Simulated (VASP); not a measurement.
Here is a VASP 6.6.1 calculation.

File INCAR:

```
PREC     = Accurate       # precision mode
ENCUT    = 520            # plane-wave cutoff, eV
EDIFF    = 1E-6           # SCF threshold, eV
ISMEAR   = 0              # smearing method
SIGMA    = 0.15           # smearing width, eV
LREAL    = False          # projectors in reciprocal space
LASPH    = True           # aspherical terms in the spheres
NELM     = 150            # most SCF steps
ALGO     = Fast           # electronic algorithm
ISIF     = 2              # what is computed and relaxed
LWAVE    = False          # write WAVECAR
LCHARG   = True           # write CHGCAR
ISPIN    = 2              # spin polarisation
MAGMOM   = 0 0.3 0.3 0.3  # initial moments
LORBIT   = 11             # projections on sites
LMAXMIX  = 4              # l up to which the mixer works
GGA      = PS             # functional
LELF     = True           # ELF
LVHAR    = True         
NBANDS   = 32             # bands
```

The input KPOINTS:

```
regular mesh
0
Gamma
  14 14 14
```

POSCAR

```
TiCo3
1.0
    3.7046629891      0.0000000000      0.0000000000
    0.0000000000      3.7046629891      0.0000000000
    0.0000000000      0.0000000000      3.3518379425
Ti Co
1 3
Direct
    0.0000000000      0.0000000000      0.0000000000
    0.0000000000      0.5000000000      0.5000000000
    0.5000000000      0.0000000000      0.5000000000
    0.5000000000      0.5000000000      0.0000000000
```

Potentials or basis: VASP PAW PBE potentials, release 64 (Ti_sv, Co).

The run is started by

```bash
$ cat potpaw_PBE.64/Ti_sv/POTCAR potpaw_PBE.64/Co/POTCAR > POTCAR
$ mpirun -np 1 vasp_std > vasp.out
```

**Question.** Predict the pressure.

**Answer.** -5.8 GPa.

**Question.** What does it give for the site moments?

**Answer.** Ti -0.36; Co +0.91, +1.23 (each value once) μB.

Stress tensor (GPa, compression positive):
```
-8.02  0.00  0.00
 0.00 -8.02  0.00
 0.00  0.00 -1.24
```

Caveat: the cell differs from its parent crystal (strain +0.050 along x and y, -0.050 along z); the stress differs along the axes, from -8 to -1 GPa; the PAW data sets were made with another functional, which shifts forces and pressure a little.
